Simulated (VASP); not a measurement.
# P (Cmce) in VASP: further runs, part 2 of 2

VASP 6.6.1.

### Step 4. Single point, PBEsol+D3(BJ) (uniaxial strain along a: -2.0 %, then relaxed in part)

INCAR reads:

```
  ALGO = Normal
  EDIFF = 1E-7
  ENCUT = 520
  GGA = PS
  ISIF = 2
  ISMEAR = 0
  IVDW = 12
  LASPH = T
  LCHARG = T
  LELF = T
  LREAL = F
  LVHAR = T
  LWAVE = F
  NBANDS = 30
  NELM = 100
  PREC = Accurate
  SIGMA = 0.1
```

KPOINTS reads:

```
k-points
0
Gamma
  10 4 10
```

POSCAR reads:

```
P
1.0
    3.2821577013      0.0000000000      0.0000000000
    0.0000000000      9.9402572738      0.0000000000
    0.0000000000      0.0000000000      3.8745524859
P
8
Direct
    0.0000000000      0.8890899895      0.9428385719
    0.5000000000      0.8890899895      0.5571614281
    0.5000000000      0.6109100105      0.0571614281
    0.0000000000      0.6109100105      0.4428385719
    0.5000000000      0.3890899895      0.9428385719
    0.0000000000      0.3890899895      0.5571614281
    0.0000000000      0.1109100105      0.0571614281
    0.5000000000      0.1109100105      0.4428385719
```

Potentials or basis: VASP PAW PBE potentials, release 64 (P).

Started as:

```sh
$ cat potpaw_PBE.64/P/POTCAR > POTCAR
$ mpirun -np 1 vasp_std > vasp.out
```

OUTCAR:

```text
EDIFF = 1E-7
   ENCUT = 520
   GGA = PS
   ISIF = 2
   ISMEAR = 0
   IVDW = 12
   LASPH = T
   LREAL = F
   NELM = 100
   PREC = Accurate
 IVDW          = 12

 ion  position               nearest neighbor table
   1  0.000  0.889  0.943-   2 2.22   2 2.22   7 2.25   2 2.89   2 2.89
   2  0.500  0.889  0.557-   1 2.22   1 2.22   8 2.25   1 2.89   1 2.89
   3  0.500  0.611  0.057-   4 2.22   4 2.22   5 2.25   4 2.89   4 2.89
   4  0.000  0.611  0.443-   3 2.22   3 2.22   6 2.25   3 2.89   3 2.89
   5  0.500  0.389  0.943-   6 2.22   6 2.22   3 2.25   6 2.89   6 2.89
   6  0.000  0.389  0.557-   5 2.22   5 2.22   4 2.25   5 2.89   5 2.89
   7  0.000  0.111  0.057-   8 2.22   8 2.22   1 2.25   8 2.89   8 2.89
   8  0.500  0.111  0.443-   7 2.22   7 2.22   2 2.25   7 2.89   7 2.89

  LATTYP: Found a simple orthorhombic cell.
 ALAT       =     3.2821577013
 B/A-ratio  =     1.1804894336
 C/A-ratio  =     3.0285739378

  Lattice vectors:

 A1 = (  -3.2821577013,   0.0000000000,   0.0000000000)
 A2 = (   0.0000000000,   0.0000000000,   3.8745524859)
 A3 = (   0.0000000000,   9.9402572738,   0.0000000000)

Analysis of symmetry for initial positions (statically):
=====================================================================
 Subroutine PRICEL returns following result:

  LATTYP: Found a base centered orthorhombic cell.
 ALAT       =     3.2821577013
 B/A-ratio  =     3.0285739378
 C/A-ratio  =     1.1804894336

  Lattice vectors:

 A1 = (  -1.6410788506,   4.9701286369,   0.0000000000)
 A2 = (  -1.6410788507,  -4.9701286369,   0.0000000000)
 A3 = (   0.0000000000,   0.0000000000,   3.8745524859)

   2 primitive cells build up your supercell.

 Routine SETGRP: Setting up the symmetry group for a
 simple orthorhombic supercell.

 Subroutine GETGRP returns: Found  8 space group operations
 (whereof  4 operations were pure point group operations)
 out of a pool of  8 trial point group operations.
[... 155 lines left out ...]
  Fermi-wavevector in a.u.,A,eV,Ry     =   1.115583  2.108147 16.932802  1.244526
  Thomas-Fermi vector in A             =   2.252189
   LORBIT       =      0    0 simple, 1 ext, 2 COOP (PROOUT), +10 PAW based schemes
   GGA     = PS    functional components
   LHFCALC =     F    Hartree Fock is set to
   AEXX    =    0.0000 exact exchange contribution
   IVDW    =    12    specifies the selected vdW correction
   LEPSILON=     F    determine dielectric tensor
   LRPA    =     F    only Hartree local field effects (RPA)
 non-spin polarized calculation
 Gauss-broadening in eV      SIGMA  =   0.10
  energy-cutoff  :      520.00
  volume of cell :      126.41
 maximum number of plane-waves:      3436
   NGX = 13   NGY = 37   NGZ = 15

 number of electron      39.9999996 magnetization

 Free energy of the ion-electron system (eV)
  ---------------------------------------------------
  ext. energy  EPLUGINS =         0.00000000
  ---------------------------------------------------
  free energy    TOTEN  =       -45.88746770 eV

  energy without entropy =      -45.88190502  energy(sigma->0) =      -45.88468636

 E-fermi :   8.6793     XC(G=0): -10.9502

 val. band max:        8.6729117757   @ k =   0.3000   0.0000   0.1000
 cond. band min:       8.6959426575   @ k =   0.0000   0.5000   0.3000
 fundamental gap:      0.0230308818
 Fermi energy:         8.6792850074

 k-point     1 :       0.0000    0.0000    0.0000
  band No.  band energies     occupation
      1      -7.8698      2.00000
      2      -7.3403      2.00000
      3      -5.4402      2.00000
      4      -4.0318      2.00000
      5       0.1812      2.00000
      6       0.4050      2.00000
[... 781 lines left out ...]
     29      11.5972      0.00000
     30      11.5972      0.00000

 [... further k-points ...]

------------------------ aborting loop because EDIFF is reached ----------------------------------------

 Edisp (eV)   -2.86022

 E8    (eV) :    -1.6965

  FORCE on cell =-STRESS in cart. coord.  units (eV):
  Direction    XX          YY          ZZ          XY          YZ          ZX
  --------------------------------------------------------------------------------------
  -------------------------------------------------------------------------------------
  Total       2.03081    -0.08800     0.02738     0.00000     0.00000     0.00000
  in kB      25.73957    -1.11539     0.34702     0.00000     0.00000     0.00000
  external pressure =        8.32 kB  Pullay stress =        0.00 kB

 VOLUME and BASIS-vectors are now :
 -----------------------------------------------------------------------------
  energy-cutoff  :      520.00
  volume of cell :      126.41
      direct lattice vectors                 reciprocal lattice vectors
     3.282157701  0.000000000  0.000000000     0.304677621  0.000000000  0.000000000
     0.000000000  9.940257274  0.000000000     0.000000000  0.100601018  0.000000000
     0.000000000  0.000000000  3.874552486     0.000000000  0.000000000  0.258094323

 POSITION                                       TOTAL-FORCE (eV/Angst)
 -----------------------------------------------------------------------------------
      0.00000      8.83778      3.65308         0.000000      0.023684     -0.034524
      1.64108      8.83778      2.15875        -0.000000      0.023684      0.034524
      1.64108      6.07260      0.22147        -0.000000     -0.023684      0.034524
      0.00000      6.07260      1.71580         0.000000     -0.023684     -0.034524
      1.64108      3.86765      3.65308         0.000000      0.023684     -0.034524
      0.00000      3.86765      2.15875        -0.000000      0.023684      0.034524
      0.00000      1.10247      0.22147         0.000000     -0.023684      0.034524
      1.64108      1.10247      1.71580         0.000000     -0.023684     -0.034524
 -----------------------------------------------------------------------------------
    total drift:                               -0.000000      0.000000      0.000000

  FREE ENERGIE OF THE ION-ELECTRON SYSTEM (eV)
  ---------------------------------------------------
  free  energy   TOTEN  =       -48.7476858663 eV

  energy  without entropy=      -48.7421231808  energy(sigma->0) =      -48.74490452
```

OSZICAR:

```text
N       E                     dE             d eps       ncg     rms          rms(c)
DAV:   1     0.127191836969E+03    0.12719E+03   -0.17243E+04  6480   0.117E+03
DAV:   2    -0.363843252212E+02   -0.16358E+03   -0.15714E+03  8128   0.185E+02
DAV:   3    -0.460662190139E+02   -0.96819E+01   -0.95098E+01  8444   0.426E+01
DAV:   4    -0.462152624936E+02   -0.14904E+00   -0.14844E+00  8400   0.607E+00
DAV:   5    -0.462175385024E+02   -0.22760E-02   -0.22750E-02  8306   0.711E-01    0.150E+01
DAV:   6    -0.459821636563E+02    0.23537E+00   -0.14170E-01  8024   0.171E+00    0.874E+00
DAV:   7    -0.458892898560E+02    0.92874E-01   -0.22314E-01  8198   0.210E+00    0.381E-01
DAV:   8    -0.458876352166E+02    0.16546E-02   -0.34050E-02  7584   0.857E-01    0.342E-01
DAV:   9    -0.458876485944E+02   -0.13378E-04   -0.11185E-03  8326   0.160E-01    0.199E-01
DAV:  10    -0.458874644765E+02    0.18412E-03   -0.48093E-04  8094   0.946E-02    0.125E-01
DAV:  11    -0.458874689263E+02   -0.44498E-05   -0.11247E-04  8316   0.479E-02    0.256E-02
DAV:  12    -0.458874685156E+02    0.41068E-06   -0.12796E-06  8046   0.606E-03    0.219E-02
DAV:  13    -0.458874677824E+02    0.73325E-06   -0.14954E-06  7798   0.563E-03    0.119E-02
DAV:  14    -0.458874676577E+02    0.12467E-06   -0.29641E-07  5486   0.243E-03    0.583E-03
DAV:  15    -0.458874677017E+02   -0.44018E-07   -0.18278E-08  4440   0.674E-04
   1 F= -.48747686E+02 E0= -.48744905E+02  d E =-.556269E-02
```

Wall time 2.4 min (1 thread of Intel Xeon 6975P-C (Granite Rapids), shared host); peak memory 0.41 GiB.

Results:

| Property | Result |
| --- | --- |
| Free energy | -48.7477 eV |
| Pressure | 0.8 GPa |
| Largest force | 0.042 eV/Å |
| Band gap on the k mesh | zero (band 20 reaches 9.11 eV, above the bottom of band 21 at 8.05 eV) |
| Dispersion energy per atom | -0.358 eV |

Forces on the atoms (eV/Å):
```
P    0.000  0.024 -0.035
P    0.000  0.024  0.035
P    0.000 -0.024  0.035
P    0.000 -0.024 -0.035
P    0.000  0.024 -0.035
P    0.000  0.024  0.035
P    0.000 -0.024  0.035
P    0.000 -0.024 -0.035
```

Levels at points of the mesh, in eV from the Fermi level:
| k point | band 18 | band 19 | band 20 | band 21 | band 22 | band 23 |
| --- | --- | --- | --- | --- | --- | --- |
| (0.00, 0.00, 0.00) | -2.01 | -1.31 | -1.19 | 0.28 | 1.00 | 1.41 |
| (0.50, 0.00, 0.00) | -2.68 | -1.88 | -1.88 | 0.22 | 0.22 | 0.35 |
| (0.00, 0.50, 0.00) | -2.39 | -0.21 | -0.21 | 0.68 | 0.68 | 1.13 |
| (0.50, 0.50, 0.00) | -2.62 | -2.62 | -2.62 | 0.26 | 0.26 | 0.26 |
| (0.00, 0.00, 0.50) | -0.80 | -0.30 | -0.30 | 0.99 | 0.99 | 1.60 |
| (0.50, 0.00, 0.50) | -3.00 | -3.00 | -3.00 | 2.50 | 2.50 | 2.50 |
| (0.00, 0.50, 0.50) | -0.51 | -0.51 | -0.51 | 1.80 | 1.80 | 1.80 |
| (0.50, 0.50, 0.50) | -2.41 | -2.41 | -2.41 | 1.30 | 1.30 | 1.30 |

Caveat: the cell differs from its parent crystal (uniaxial strain along a: -2.0 %, then relaxed in part); the PAW data sets were made with another functional, which shifts forces and pressure a little; pairwise dispersion overbinds metals, which lowers pressure and volume.

### Step 5. Single point, PBEsol+D3(BJ) (uniaxial strain along a: -4.0 %, then relaxed in part)

INCAR reads:

```
  PREC = Accurate
  ENCUT = 520
  EDIFF = 1E-7
  ISMEAR = 0
  SIGMA = 0.1
  LREAL = F
  LASPH = T
  NELM = 60
  ALGO = Normal
  ISIF = 2
  LWAVE = F
  LCHARG = T
  GGA = PS
  IVDW = 12
  LELF = T
  LVHAR = T
  NBANDS = 30
```

KPOINTS reads:

```
regular mesh
0
Gamma
  10 4 10
```

POSCAR reads:

```
P
1.0
    3.2151748911      0.0000000000      0.0000000000
    0.0000000000      9.9232673523      0.0000000000
    0.0000000000      0.0000000000      3.9723789847
P
8
Direct
    0.0000000000      0.8892529512      0.9397208805
    0.5000000000      0.8892529512      0.5602791195
    0.5000000000      0.6107470488      0.0602791195
    0.0000000000      0.6107470488      0.4397208805
    0.5000000000      0.3892529512      0.9397208805
    0.0000000000      0.3892529512      0.5602791195
    0.0000000000      0.1107470488      0.0602791195
    0.5000000000      0.1107470488      0.4397208805
```

Potentials or basis: VASP PAW PBE potentials, release 64 (P).

Started as:

```sh
$ cat potpaw_PBE.64/P/POTCAR > POTCAR
$ mpirun -np 1 vasp_std > vasp.out
```

OUTCAR:

```text
PREC = Accurate
   ENCUT = 520
   EDIFF = 1E-7
   ISMEAR = 0
   LREAL = F
   LASPH = T
   NELM = 60
   ISIF = 2
   GGA = PS
   IVDW = 12
 IVDW          = 12

 ion  position               nearest neighbor table
   1  0.000  0.889  0.940-   2 2.20   2 2.20   7 2.25   2 2.94   2 2.94
   2  0.500  0.889  0.560-   1 2.20   1 2.20   8 2.25   1 2.94   1 2.94
   3  0.500  0.611  0.060-   4 2.20   4 2.20   5 2.25   4 2.94   4 2.94
   4  0.000  0.611  0.440-   3 2.20   3 2.20   6 2.25   3 2.94   3 2.94
   5  0.500  0.389  0.940-   6 2.20   6 2.20   3 2.25   6 2.94   6 2.94
   6  0.000  0.389  0.560-   5 2.20   5 2.20   4 2.25   5 2.94   5 2.94
   7  0.000  0.111  0.060-   8 2.20   8 2.20   1 2.25   8 2.94   8 2.94
   8  0.500  0.111  0.440-   7 2.20   7 2.20   2 2.25   7 2.94   7 2.94

  LATTYP: Found a simple orthorhombic cell.
 ALAT       =     3.2151748911
 B/A-ratio  =     1.2355094573
 C/A-ratio  =     3.0863849366

  Lattice vectors:

 A1 = (  -3.2151748911,   0.0000000000,   0.0000000000)
 A2 = (   0.0000000000,   0.0000000000,   3.9723789847)
 A3 = (   0.0000000000,   9.9232673523,   0.0000000000)

Analysis of symmetry for initial positions (statically):
=====================================================================
 Subroutine PRICEL returns following result:

  LATTYP: Found a base centered orthorhombic cell.
 ALAT       =     3.2151748911
 B/A-ratio  =     3.0863849366
 C/A-ratio  =     1.2355094573

  Lattice vectors:

 A1 = (  -1.6075874455,   4.9616336761,   0.0000000000)
 A2 = (  -1.6075874456,  -4.9616336762,   0.0000000000)
 A3 = (   0.0000000000,   0.0000000000,   3.9723789847)

   2 primitive cells build up your supercell.

 Routine SETGRP: Setting up the symmetry group for a
 simple orthorhombic supercell.

[... 157 lines left out ...]
  volume/ion in A,a.u.               =      15.84       106.91
  Fermi-wavevector in a.u.,A,eV,Ry     =   1.114615  2.106317 16.903420  1.242366
  Thomas-Fermi vector in A             =   2.251212
   LORBIT       =      0    0 simple, 1 ext, 2 COOP (PROOUT), +10 PAW based schemes
   GGA     = PS    functional components
   LHFCALC =     F    Hartree Fock is set to
   AEXX    =    0.0000 exact exchange contribution
   IVDW    =    12    specifies the selected vdW correction
   LEPSILON=     F    determine dielectric tensor
   LRPA    =     F    only Hartree local field effects (RPA)
 non-spin polarized calculation
 Gauss-broadening in eV      SIGMA  =   0.10
  energy-cutoff  :      520.00
  volume of cell :      126.74
 maximum number of plane-waves:      3448
 NGX is ok and might be reduce to    24
   NGX = 11   NGY = 37   NGZ = 15

 number of electron      39.9999997 magnetization

 Free energy of the ion-electron system (eV)
  ---------------------------------------------------
  ext. energy  EPLUGINS =         0.00000000
  ---------------------------------------------------
  free energy    TOTEN  =       -45.82894994 eV

  energy without entropy =      -45.82395431  energy(sigma->0) =      -45.82645212

 E-fermi :   8.5928     XC(G=0): -10.9287

 val. band max:        8.5761663434   @ k =   0.5000   0.2500   0.1000
 cond. band min:       8.6201845965   @ k =   0.0000   0.0000   0.3000
 fundamental gap:      0.0440182531
 Fermi energy:         8.5927680249

 k-point     1 :       0.0000    0.0000    0.0000
  band No.  band energies     occupation
      1      -7.9330      2.00000
      2      -7.4097      2.00000
      3      -5.5383      2.00000
      4      -4.1939      2.00000
      5      -0.0957      2.00000
      6       0.1752      2.00000
[... 781 lines left out ...]
     29      11.3380      0.00000
     30      11.3380      0.00000

 [... further k-points ...]

------------------------ aborting loop because EDIFF is reached ----------------------------------------

 Edisp (eV)   -2.85369

 E8    (eV) :    -1.6929

  FORCE on cell =-STRESS in cart. coord.  units (eV):
  Direction    XX          YY          ZZ          XY          YZ          ZX
  --------------------------------------------------------------------------------------
  -------------------------------------------------------------------------------------
  Total       4.74696    -0.07909     0.00061     0.00000     0.00000     0.00000
  in kB      60.00902    -0.99987     0.00770     0.00000     0.00000     0.00000
  external pressure =       19.67 kB  Pullay stress =        0.00 kB

 VOLUME and BASIS-vectors are now :
 -----------------------------------------------------------------------------
  energy-cutoff  :      520.00
  volume of cell :      126.74
      direct lattice vectors                 reciprocal lattice vectors
     3.215174891  0.000000000  0.000000000     0.311025071  0.000000000  0.000000000
     0.000000000  9.923267352  0.000000000     0.000000000  0.100773260  0.000000000
     0.000000000  0.000000000  3.972378985     0.000000000  0.000000000  0.251738317

 POSITION                                       TOTAL-FORCE (eV/Angst)
 -----------------------------------------------------------------------------------
      0.00000      8.82429      3.73293        -0.000000      0.024344     -0.034935
      1.60759      8.82429      2.22564         0.000000      0.024344      0.034935
      1.60759      6.06061      0.23945        -0.000000     -0.024344      0.034935
      0.00000      6.06061      1.74674        -0.000000     -0.024344     -0.034935
      1.60759      3.86266      3.73293        -0.000000      0.024344     -0.034935
      0.00000      3.86266      2.22564         0.000000      0.024344      0.034935
      0.00000      1.09897      0.23945        -0.000000     -0.024344      0.034935
      1.60759      1.09897      1.74674        -0.000000     -0.024344     -0.034935
 -----------------------------------------------------------------------------------
    total drift:                               -0.000000      0.000000      0.000000

  FREE ENERGIE OF THE ION-ELECTRON SYSTEM (eV)
  ---------------------------------------------------
  free  energy   TOTEN  =       -48.6826369300 eV

  energy  without entropy=      -48.6776412961  energy(sigma->0) =      -48.68013911
```

OSZICAR:

```text
N       E                     dE             d eps       ncg     rms          rms(c)
DAV:   1     0.127188099165E+03    0.12719E+03   -0.17219E+04  6480   0.117E+03
DAV:   2    -0.364456437558E+02   -0.16363E+03   -0.15702E+03  8130   0.185E+02
DAV:   3    -0.460460418834E+02   -0.96004E+01   -0.94351E+01  8412   0.426E+01
DAV:   4    -0.462007268311E+02   -0.15468E+00   -0.15391E+00  8426   0.608E+00
DAV:   5    -0.462030011785E+02   -0.22743E-02   -0.22734E-02  8368   0.713E-01    0.152E+01
DAV:   6    -0.459317646172E+02    0.27124E+00   -0.17507E-01  8002   0.189E+00    0.886E+00
DAV:   7    -0.458315319018E+02    0.10023E+00   -0.27537E-01  8148   0.231E+00    0.452E-01
DAV:   8    -0.458290773269E+02    0.24546E-02   -0.44974E-02  7518   0.984E-01    0.377E-01
DAV:   9    -0.458291855749E+02   -0.10825E-03   -0.13250E-03  8220   0.179E-01    0.213E-01
DAV:  10    -0.458289441034E+02    0.24147E-03   -0.71950E-04  8038   0.115E-01    0.133E-01
DAV:  11    -0.458289515333E+02   -0.74300E-05   -0.13180E-04  8096   0.526E-02    0.312E-02
DAV:  12    -0.458289510489E+02    0.48445E-06   -0.11584E-06  8410   0.603E-03    0.265E-02
DAV:  13    -0.458289500995E+02    0.94941E-06   -0.22260E-06  7950   0.689E-03    0.128E-02
DAV:  14    -0.458289498918E+02    0.20774E-06   -0.50099E-07  7162   0.332E-03    0.529E-03
DAV:  15    -0.458289499417E+02   -0.49909E-07   -0.40490E-08  4440   0.901E-04
   1 F= -.48682637E+02 E0= -.48680139E+02  d E =-.499563E-02
```

Wall time 3 min (1 thread of Intel Xeon 6975P-C (Granite Rapids), shared host); peak memory 0.4 GiB.

Results:

```
Free energy                : -48.6826 eV
Pressure                   : 2.0 GPa
Largest force              : 0.043 eV/Å
Band gap on the k mesh     : zero (band 20 reaches 9.08 eV, above the bottom of band 21 at 8.18 eV)
Dispersion energy per atom : -0.357 eV
```

Forces on the atoms (eV/Å):
```
P    0.000  0.024 -0.035
P    0.000  0.024  0.035
P    0.000 -0.024  0.035
P    0.000 -0.024 -0.035
P    0.000  0.024 -0.035
P    0.000  0.024  0.035
P    0.000 -0.024  0.035
P    0.000 -0.024 -0.035
```

Levels at points of the mesh, in eV from the Fermi level:
| k point | band 16 | band 17 | band 18 | band 19 | band 20 | band 21 | band 22 | band 23 | band 24 | band 25 |
| --- | --- | --- | --- | --- | --- | --- | --- | --- | --- | --- |
| (0.00, 0.00, 0.00) | -2.46 | -2.39 | -1.70 | -1.45 | -1.05 | 0.64 | 1.06 | 1.21 | 1.65 | 2.18 |
| (0.50, 0.00, 0.00) | -3.20 | -2.84 | -2.84 | -1.94 | -1.94 | 0.08 | 0.08 | 0.45 | 0.45 | 1.04 |
| (0.00, 0.50, 0.00) | -3.60 | -2.05 | -2.05 | -0.19 | -0.19 | 0.98 | 0.98 | 1.12 | 1.12 | 2.96 |
| (0.50, 0.50, 0.00) | -3.12 | -2.66 | -2.66 | -2.66 | -2.66 | 0.27 | 0.27 | 0.27 | 0.27 | 1.04 |
| (0.00, 0.00, 0.50) | -2.35 | -0.76 | -0.76 | -0.23 | -0.23 | 1.19 | 1.19 | 1.96 | 1.96 | 2.07 |
| (0.50, 0.00, 0.50) | -5.45 | -2.87 | -2.87 | -2.87 | -2.87 | 2.54 | 2.54 | 2.54 | 2.54 | 4.38 |
| (0.00, 0.50, 0.50) | -2.66 | -0.39 | -0.39 | -0.39 | -0.39 | 2.03 | 2.03 | 2.03 | 2.03 | 2.42 |
| (0.50, 0.50, 0.50) | -6.16 | -2.28 | -2.28 | -2.28 | -2.28 | 1.38 | 1.38 | 1.38 | 1.38 | 5.62 |

Caveat: the cell differs from its parent crystal (uniaxial strain along a: -4.0 %, then relaxed in part); the PAW data sets were made with another functional, which shifts forces and pressure a little; pairwise dispersion overbinds metals, which lowers pressure and volume.

### Step 6. The runs side by side

```csv
cell,gap on the mesh (eV),pressure (GPa),largest force (eV/Å)
"a = 3.416, b = 9.780, c = 3.771 Å, 8 atoms",none,-0.4,0.04
"a = 3.550, b = 9.670, c = 3.671 Å, 8 atoms",none,-2.2,0.03
"a = 3.282, b = 9.940, c = 3.875 Å, 8 atoms",none,0.8,0.04
"a = 3.215, b = 9.923, c = 3.972 Å, 8 atoms",none,2.0,0.04
```

Alike in all rows: task single point; level PBEsol+D3(BJ); potentials or basis VASP PAW PBE potentials, release 64 (P); no spin polarisation; k mesh 10 × 4 × 10; cutoff (eV) 520; smearing gaussian 0.1 eV.

Caveats: the PAW data sets were made with another functional, which shifts forces and pressure a little; pairwise dispersion overbinds metals, which lowers pressure and volume.

Absolute energies hang on the potentials; compare differences alone.
